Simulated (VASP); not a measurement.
# AgO3 (P6_3/mmc) in VASP: notebook

Runs on AgO3. Level: PBE. Tasks: relaxation of cell and atoms, single point.

Everything below comes from runs of VASP 6.6.1. Logs are shortened: lines on timing, memory, paths and dates and some standing lists are left out, and cuts for length are marked.

## Step 1: The cell of the first run

It takes space group P6_3/mmc (No. 194, hexagonal). Conventional cell: a = 4.975 Å, b = 4.975 Å, c = 3.993 Å, α = 90.00°, β = 90.00°, γ = 120.00°. Ag (site symmetry -6m2) has 12 O at 2.46 to 2.49 Å within 3.2 Å. Within 3.2 Å of O (site symmetry mm2) lie 4 Ag at 2.46 to 2.49 Å and 8 O at 2.46 to 2.49 Å.

## Step 2: Relaxation of cell and atoms, PBE

Contents of INCAR:

```
SYSTEM = AgO3
PREC     = Accurate       ! precision mode
ENCUT    = 600            ! plane-wave cutoff, eV
EDIFF    = 1E-7           ! SCF threshold, eV
ISMEAR   = 0              ! smearing method
SIGMA    = 0.1            ! smearing width, eV
LREAL    = .False.        ! projectors in reciprocal space
LASPH    = .True.         ! aspherical terms in the spheres
NELM     = 100            ! most SCF steps
ALGO     = Normal         ! electronic algorithm
ISIF     = 3              ! what is computed and relaxed
LWAVE    = .False.        ! write WAVECAR
LCHARG   = .False.        ! write CHGCAR
GGA      = PE             ! functional
IBRION   = 2              ! ionic algorithm
NSW      = 90             ! ionic steps
EDIFFG   = -0.04          ! ionic threshold
```

Contents of KPOINTS:

```
regular mesh
0
Gamma
  6 6 4
  0 0 0
```

Contents of POSCAR:

```
AgO3
1.0
    4.9749001741      0.0000000000      0.0000000000
   -2.4874500870      4.3083899320      0.0000000000
    0.0000000000      0.0000000000      3.9931249786
Ag O
2 6
Direct
    0.3333333333      0.6666666667      0.2500000000
    0.6666666667      0.3333333333      0.7500000000
    0.8330000000      0.6660000000      0.2500000000
    0.1670000000      0.8330000000      0.7500000000
    0.3340000000      0.1670000000      0.2500000000
    0.1670000000      0.3340000000      0.7500000000
    0.8330000000      0.1670000000      0.2500000000
    0.6660000000      0.8330000000      0.7500000000
```

Potentials or basis: VASP PAW PBE potentials, release 64 (Ag, O).

On the command line:

```sh
> cat potpaw_PBE.64/Ag/POTCAR potpaw_PBE.64/O/POTCAR > POTCAR
> mpirun -np 1 vasp_std > vasp.out
```

OUTCAR:

```text
SYSTEM = AgO3
   PREC = Accurate
   ENCUT = 600
   EDIFF = 1E-7
   ISMEAR = 0
   LREAL = .False.
   LASPH = .True.
   NELM = 100
   ISIF = 3
   GGA = PE
   IBRION = 2
   NSW = 90
   EDIFFG = -0.04

 ion  position               nearest neighbor table
   1  0.333  0.667  0.250-   4 2.46   4 2.46   6 2.46   6 2.46   8 2.46   8 2.46   5 2.49   3 2.49
                             7 2.49   7 2.49   5 2.49   3 2.49   2 3.50   2 3.50   2 3.50   2 3.50
   2  0.667  0.333  0.750-   7 2.46   7 2.46   3 2.46   3 2.46   5 2.46   5 2.46   8 2.49   6 2.49
                             4 2.49   4 2.49   8 2.49   6 2.49   1 3.50   1 3.50   1 3.50   1 3.50
   3  0.833  0.666  0.250-   2 2.46   2 2.46   1 2.49   1 2.49
   4  0.167  0.833  0.750-   1 2.46   1 2.46   2 2.49   2 2.49
   5  0.334  0.167  0.250-   2 2.46   2 2.46   1 2.49   1 2.49
   6  0.167  0.334  0.750-   1 2.46   1 2.46   2 2.49   2 2.49
   7  0.833  0.167  0.250-   2 2.46   2 2.46   1 2.49   1 2.49
   8  0.666  0.833  0.750-   1 2.46   1 2.46   2 2.49   2 2.49

  LATTYP: Found a hexagonal cell.
 ALAT       =     4.9749001741
 C/A-ratio  =     0.8026542923

  Lattice vectors:

 A1 = (   4.9749001741,   0.0000000000,   0.0000000000)
 A2 = (  -2.4874500870,   4.3083899320,   0.0000000000)
 A3 = (   0.0000000000,   0.0000000000,   3.9931249786)

Analysis of symmetry for initial positions (statically):
=====================================================================
 Subroutine PRICEL returns:
 Original cell was already a primitive cell.

 Routine SETGRP: Setting up the symmetry group for a
 hexagonal supercell.

 Subroutine GETGRP returns: Found 24 space group operations
 (whereof 12 operations were pure point group operations)
 out of a pool of 24 trial point group operations.

The static configuration has the point symmetry D_3d.
 The point group associated with its full space group is D_6h.

Analysis of symmetry for dynamics (positions and initial velocities):
=====================================================================
 Subroutine PRICEL returns:
 Original cell was already a primitive cell.

 Routine SETGRP: Setting up the symmetry group for a
 hexagonal supercell.

 Subroutine GETGRP returns: Found 24 space group operations
 (whereof 12 operations were pure point group operations)
 out of a pool of 24 trial point group operations.

The dynamic configuration has the point symmetry D_3d.
 The point group associated with its full space group is D_6h.

 Subroutine INISYM returns: Found 24 space group operations
 (whereof 12 operations are pure point group operations),
 and found     1 'primitive' translations

----------------------------------------------------------------------------------------

                                     Primitive cell

  volume of cell :      85.5879

  direct lattice vectors                    reciprocal lattice vectors
     4.974900174  0.000000000  0.000000000     0.201009058  0.116052634  0.000000000
    -2.487450087  4.308389932  0.000000000     0.000000000  0.232105268  0.000000000
     0.000000000  0.000000000  3.993124979     0.000000000  0.000000000  0.250430429

  length of vectors
     4.974900174  4.974900174  3.993124979     0.232105268  0.232105268  0.250430429

  position of ions in fractional coordinates (direct lattice)
     0.333333333  0.666666667  0.250000000
     0.666666667  0.333333333  0.750000000
     0.833000000  0.666000000  0.250000000
     0.167000000  0.833000000  0.750000000
     0.334000000  0.167000000  0.250000000
     0.167000000  0.334000000  0.750000000
     0.833000000  0.167000000  0.250000000
     0.666000000  0.833000000  0.750000000

  ion indices of the primitive-cell ions
   primitive index   ion index
                 1           1
                 2           2
                 3           3
                 4           4
                 5           5
                 6           6
                 7           7
                 8           8

----------------------------------------------------------------------------------------

 KPOINTS: regular mesh

Automatic generation of k-mesh.
 Grid dimensions read from file:
 generate k-points for:    6    6    4

 Generating k-lattice:

  Cartesian coordinates                     Fractional coordinates (reciprocal lattice)
     0.033501510  0.019342106  0.000000000     0.166666667  0.000000000  0.000000000
     0.000000000  0.038684211  0.000000000     0.000000000  0.166666667  0.000000000
     0.000000000  0.000000000  0.062607607     0.000000000  0.000000000  0.250000000

  Length of vectors
     0.038684211  0.038684211  0.062607607

  Shift w.r.t. Gamma in fractional coordinates (k-lattice)
     0.000000000  0.000000000  0.000000000

 Subroutine IBZKPT returns following result:
 ===========================================

 Found     21 irreducible k-points:

 Following reciprocal coordinates:
            Coordinates               Weight
  0.000000  0.000000  0.000000      1.000000
  0.166667 -0.000000  0.000000      6.000000
  0.333333  0.000000  0.000000      6.000000
  0.500000  0.000000  0.000000      3.000000
  0.166667  0.166667  0.000000      6.000000
  0.333333  0.166667  0.000000     12.000000
[... 13 lines left out ...]
  0.333333  0.166667  0.500000     12.000000
  0.333333  0.333333  0.500000      2.000000
   k-points           NKPTS =     21   k-points in BZ     NKDIM =     21   number of bands    NBANDS=     34
   number of dos      NEDOS =    301   number of ions     NIONS =      8
   total plane-waves  NPLWV =  51200
   dimension x,y,z NGX =    40 NGY =   40 NGZ =   32
   dimension x,y,z NGXF=    80 NGYF=   80 NGZF=   64
   ions per type =               2   6
   NGX,Y,Z   is equivalent  to a cutoff of  13.37, 13.37, 13.32 a.u.
   NGXF,Y,Z  is equivalent  to a cutoff of  26.73, 26.73, 26.65 a.u.
 SYSTEM =  AgO3
   PREC   = accura    normal or accurate (medium, high low for compatibility)
   ISTART =      0    job   : 0-new  1-cont  2-samecut
   ICHARG =      2    charge: 1-file 2-atom 10-const
   ISPIN  =      1    spin polarized calculation?
   LNONCOLLINEAR =      F non collinear calculations
   LSORBIT =      F    spin-orbit coupling
   LASPH  =      T    aspherical Exc in radial PAW
   ENCUT  =  600.0 eV  44.10 Ry    6.64 a.u.   9.94  9.94  7.98*2*pi/ulx,y,z
   NELM   =    100;   NELMIN=  2; NELMDL= -5     # of ELM steps
   EDIFF  = 0.1E-06   stopping-criterion for ELM
   LREAL  =      F    real-space projection
   EDIFFG = -.4E-01   stopping-criterion for IOM
   NSW    =     90    number of steps for IOM
   IBRION =      2    ionic relax: 0-MD 1-quasi-New 2-CG
   NFREE  =      1    steps in history (QN), initial steepest desc. (CG)
   ISIF   =      3    stress and relaxation
   ISYM   =      2    0-nonsym 1-usesym 2-fastsym
   POTIM  = 0.5000    time-step for ionic-motion
   TEBEG  =    0.0;   TEEND  =   0.0 temperature during run
   PSTRESS=    0.0 pullay stress
   NELECT =      58.0000    total number of electrons
   NUPDOWN=      -1.0000    fix difference up-down
   EMIN   =  10.00;   EMAX   =-10.00  energy-range for DOS
   EFERMI =   0.00;   METHOD = LEGACY
   ISMEAR =     0;   SIGMA  =   0.10  broadening in eV -4-tet -1-fermi 0-gaus
   EFERMI_NEDOS =   21; number of points for ismear=-14 and -15
   IALGO  =     38    algorithm
   IMIX   =      4    mixing-type and parameters
     AMIX     =   0.40;   BMIX     =  1.00
     AMIX_MAG =   1.60;   BMIX_MAG =  1.00
  volume/ion in A,a.u.               =      10.70        72.20
  Fermi-wavevector in a.u.,A,eV,Ry     =   1.437960  2.717350 28.133152  2.067728
  Thomas-Fermi vector in A             =   2.556980
   LORBIT       =      0    0 simple, 1 ext, 2 COOP (PROOUT), +10 PAW based schemes
   GGA     = PE    functional components
   LHFCALC =     F    Hartree Fock is set to
   AEXX    =    0.0000 exact exchange contribution
   IVDW    =     0    specifies the selected vdW correction
   LEPSILON=     F    determine dielectric tensor
   LRPA    =     F    only Hartree local field effects (RPA)
 conjugate gradient relaxation of ions
 non-spin polarized calculation
 Gauss-broadening in eV      SIGMA  =   0.10
  energy-cutoff  :      600.00
  volume of cell :       85.59
 maximum number of plane-waves:      2880
 NGX is ok and might be reduce to    40
   NGX = 19   NGY = 19   NGZ = 15

--------------------------------------- Ionic step        1  -------------------------------------------

 number of electron      58.0000000 magnetization

 Free energy of the ion-electron system (eV)
  ---------------------------------------------------
  ext. energy  EPLUGINS =         0.00000000
  ---------------------------------------------------
  free energy    TOTEN  =       -23.91242220 eV

  energy without entropy =      -23.84189190  energy(sigma->0) =      -23.87715705

------------------------ aborting loop because EDIFF is reached ----------------------------------------

  FORCE on cell =-STRESS in cart. coord.  units (eV):
  Direction    XX          YY          ZZ          XY          YZ          ZX
  --------------------------------------------------------------------------------------
  -------------------------------------------------------------------------------------
  Total       -3.9444270     -3.9444270     -2.9795500     -0.0000000      0.0000000      0.0000000
  in kB      -73.8383909    -73.8383909    -55.7762077     -0.0000000      0.0000000      0.0000000
  external PRESSURE =     -67.8176632 kB  Pullay stress =       0.0000000 kB
[... 107 lines left out ...]
  FREE ENERGIE OF THE ION-ELECTRON SYSTEM (eV)
  ---------------------------------------------------
  free  energy   TOTEN  =       -24.0862215622 eV

  energy  without entropy=      -24.0252178233  energy(sigma->0) =      -24.05571969

 E-fermi :   4.3948     XC(G=0): -11.3400

 val. band max:        4.3665412202   @ k =   0.1667  -0.0000   0.5000
 cond. band min:       4.4032443129   @ k =   0.3333   0.0000   0.2500
 fundamental gap:      0.0367030927
 Fermi energy:         4.3948166022

 k-point     1 :       0.0000    0.0000    0.0000
  band No.  band energies     occupation
      1     -17.8669      2.00000
      2     -17.2781      2.00000
      3     -12.6428      2.00000
      4     -12.6428      2.00000
      5     -12.5032      2.00000
      6     -12.5032      2.00000
[... 766 lines left out ...]
     33       5.2404      0.00000
     34       5.2404      0.00000

[... ionic steps 4 to 38 ...]

--------------------------------------- Ionic step       39  -------------------------------------------

 number of electron      57.9999981 magnetization

------------------------ aborting loop because EDIFF is reached ----------------------------------------
[... 79 lines left out ...]
--------------------------------------- Ionic step       41  -------------------------------------------

 number of electron      58.0000034 magnetization

 Free energy of the ion-electron system (eV)
  ---------------------------------------------------
  ext. energy  EPLUGINS =         0.00000000
  ---------------------------------------------------
  free energy    TOTEN  =       -25.99985680 eV

  energy without entropy =      -25.96229394  energy(sigma->0) =      -25.98107537

 E-fermi :   3.3516     XC(G=0): -11.0605

 val. band max:        3.3295231340   @ k =   0.3333   0.1667   0.5000
 cond. band min:       3.3548826758   @ k =   0.0000   0.0000   0.2500
 fundamental gap:      0.0253595417
 Fermi energy:         3.3515645935

 k-point     1 :       0.0000    0.0000    0.0000
  band No.  band energies     occupation
      1     -17.5524      2.00000
      2     -17.1201      2.00000
      3     -13.2057      2.00000
      4     -13.2057      2.00000
      5     -13.0950      2.00000
      6     -13.0950      2.00000
[... 801 lines left out ...]
  FREE ENERGIE OF THE ION-ELECTRON SYSTEM (eV)
  ---------------------------------------------------
  free  energy   TOTEN  =       -25.9998568024 eV

  energy  without entropy=      -25.9622939420  energy(sigma->0) =      -25.98107537

 reached required accuracy - stopping structural energy minimisation
```

It took 49 min on 1 thread of Oxide Virtual Turin-like, shared host; peak memory 0.23 GiB.

Results:

| Item | Value |
| --- | --- |
| Free energy | -25.9999 eV |
| Relaxed volume | 11.48 Å³/atom |
| Relaxed cell | a = 4.553 Å, b = 4.553 Å, c = 5.115 Å, α = 90.00°, β = 90.00°, γ = 120.00° |
| Space group after relaxing (to 0.1 Å) | P6_3/mmc (No. 194) |
| Pressure after relaxing | -0.3 GPa |
| Largest force after relaxing | 0.031 eV/Å |
| Band gap on the k mesh | zero (bands 29 and 30 overlap by 0.68 eV) |

Forces on the atoms (eV/Å):
```
Ag   0.000  0.000  0.000
Ag   0.000  0.000  0.000
O    0.000  0.031  0.000
O   -0.027  0.015  0.000
O   -0.027 -0.015  0.000
O    0.000 -0.031  0.000
O    0.027 -0.015  0.000
O    0.027  0.015  0.000
```

Final structure:
```
Ag O
1.0
     4.55261    0.00000    0.00000
    -2.27630    3.94267    0.00000
     0.00000    0.00000    5.11539
Ag O
2 6
Direct
  0.33333 0.66667 0.25000
  0.66667 0.33333 0.75000
  0.80003 0.60007 0.25000
  0.19997 0.80003 0.75000
  0.39993 0.19997 0.25000
  0.19997 0.39993 0.75000
  0.80003 0.19997 0.25000
  0.60007 0.80003 0.75000
```

Caveat: the k points lie up to 0.31 Å⁻¹ apart in the final cell, too coarse for converged energies and pressures of a metal; a cell axis changed by over 15 % at a fixed basis, so the end point is rough.

## Step 3: Single point, PBE

This run uses another cell than the first one, of 13.34 Å³/atom.

Contents of INCAR:

```
SYSTEM = AgO3
PREC = Accurate
ENCUT = 520
EDIFF = 1E-7
ISMEAR = 0
SIGMA = 0.1
LREAL = .FALSE.
LASPH = .TRUE.
NELM = 100
ALGO = Fast
ISIF = 2
LWAVE = .FALSE.
LCHARG = .FALSE.
GGA = PE
NBANDS = 39
```

Contents of KPOINTS:

```
regular mesh
0
G
  12 12 6
  0 0 0
```

Contents of POSCAR:

```
AgO3
1.0
    4.2743603748      0.0000000000      0.0000000000
   -2.1371801874      3.7017046695      0.0000000000
    0.0000000000      0.0000000000      6.7427064273
Ag O
2 6
Direct
    0.3333333333      0.6666666667      0.2500000000
    0.6666666667      0.3333333333      0.7500000000
    0.8327690758      0.6655381517      0.2500000000
    0.1672309242      0.8327690758      0.7500000000
    0.3344618483      0.1672309242      0.2500000000
    0.1672309242      0.3344618483      0.7500000000
    0.8327690758      0.1672309242      0.2500000000
    0.6655381517      0.8327690758      0.7500000000
```

Potentials or basis: VASP PAW PBE potentials, release 64 (Ag, O).

On the command line:

```sh
> cat potpaw_PBE.64/Ag/POTCAR potpaw_PBE.64/O/POTCAR > POTCAR
> mpirun -np 1 vasp_std > vasp.out
```

It took 9.2 min on 1 thread of Oxide Virtual Turin-like, shared host; peak memory 0.34 GiB.

Results (log left out):

```yaml
Free_energy: -26.7882 eV
Pressure: -0.2 GPa
Band_gap_on_the_k_mesh: zero (bands 29 and 30 overlap by 1.00 eV)
```

Levels at points of the mesh, in eV from the Fermi level:
```csv
k point,band 26,band 27,band 28,band 29,band 30,band 31
"(0.00, 0.00, 0.00)",-0.55,-0.32,-0.32,0.02,0.04,1.77
"(0.50, 0.00, 0.00)",-1.24,-0.84,-0.67,-0.13,0.01,0.87
"(0.00, 0.00, 0.50)",-0.44,-0.44,-0.44,0.03,0.03,1.77
"(0.50, 0.00, 0.50)",-1.21,-0.69,-0.69,-0.07,-0.07,0.87
```

The gap in the log of VASP goes by the Fermi energy; the results here count the filled bands.